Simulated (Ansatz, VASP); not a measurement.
# Hg2Se in VASP and in Ansatz

Contents of INCAR:

```
SYSTEM = Hg2Se
ALGO     = Normal         ! electronic algorithm
EDIFF    = 1E-6           ! SCF threshold, eV
EDIFFG   = -0.04          ! ionic threshold
ENCUT    = 600            ! plane-wave cutoff, eV
GGA      = PE             ! functional
IBRION   = 2              ! ionic algorithm
ISIF     = 3              ! what is computed and relaxed
ISMEAR   = 0              ! smearing method
LASPH    = .TRUE.         ! aspherical terms in the spheres
LCHARG   = .FALSE.        ! write CHGCAR
LREAL    = .FALSE.        ! projectors in reciprocal space
LWAVE    = .FALSE.        ! write WAVECAR
NELM     = 80             ! most SCF steps
NSW      = 90             ! ionic steps
PREC     = Accurate       ! precision mode
SIGMA    = 0.1            ! smearing width, eV
```

File KPOINTS:

```
k-points
0
G
  4 4 4
  0 0 0
```

File POSCAR:

```
Hg2Se
1.0
    0.0000000000      3.5732127800      3.7386198400
    2.9924034800      0.0000000000      3.7386198400
    2.9924034800      3.5732127800      0.0000000000
Hg Se
2 1
Direct
    0.8482725000      0.1517275000      0.8482725000
    0.1517275000      0.8482725000      0.1517275000
    0.5000000000      0.5000000000      0.5000000000
```

Input for Ansatz:

```yaml
crystal:
  lattice:
    - [0.0, 3.57321278, 3.73861984]
    - [2.99240348, 0.0, 3.73861984]
    - [2.99240348, 3.57321278, 0.0]
  atoms:
    - { symbol: Hg, position: [0.8482725, 0.1517275, 0.8482725] }
    - { symbol: Hg, position: [0.1517275, 0.8482725, 0.1517275] }
    - { symbol: Se, position: [0.5, 0.5, 0.5] }
basis:
  ecutwfc: 420
kpoints:
  mp_grid: { grid: [4, 4, 4] }
hamiltonian:
  xc: pbe
scf:
  occupations: { method: gaussian, width: 0.1 }
  lower_state_search: "off"
output:
  forces: true
  stress: true
  eigenvalues: true
relax:
  adjacent_minimum: "off"
  f_tol: 0.04
  max_steps: 70
  cell: { stress_tol: 0.4 }
```

Alike in both runs: task relaxation of cell and atoms; functional PBE; k mesh 4 × 4 × 4; occupations gaussian, width 0.1 eV; no spin polarisation.

```csv
,VASP,Ansatz
version,VASP 6.6.1,Ansatz 0.2.0
potentials or method,"VASP PAW PBE potentials, release 64 (Hg, Se), cutoff 600 eV","scalar-relativistic, plane waves, PAW"
valence electrons in the cell,30,56
```

Ansatz gave:

| Quantity | Value |
| --- | --- |
| gap on the k mesh at the Fermi level, each at its own relaxed structure (eV) | none |
| relaxed volume (Å³/atom) | 28.84 |
| relaxed cell length with the largest relative difference (Å) | 5.351 |

**Question.** Estimate VASP's values.

**Answer.** gap on the k mesh at the Fermi level, each at its own relaxed structure (eV): none; relaxed volume (Å³/atom): 28.96; relaxed cell length with the largest relative difference (Å): 5.377.

A gap of «none» marks a metal or a gap that the smearing closes. VASP's potentials hold 30 valence electrons a cell and Ansatz's 56, so a difference there can come from the potentials and not from the codes.

The k mesh is coarse, so the values compare programs but aren't converged. Neither program's run includes spin-orbit coupling.
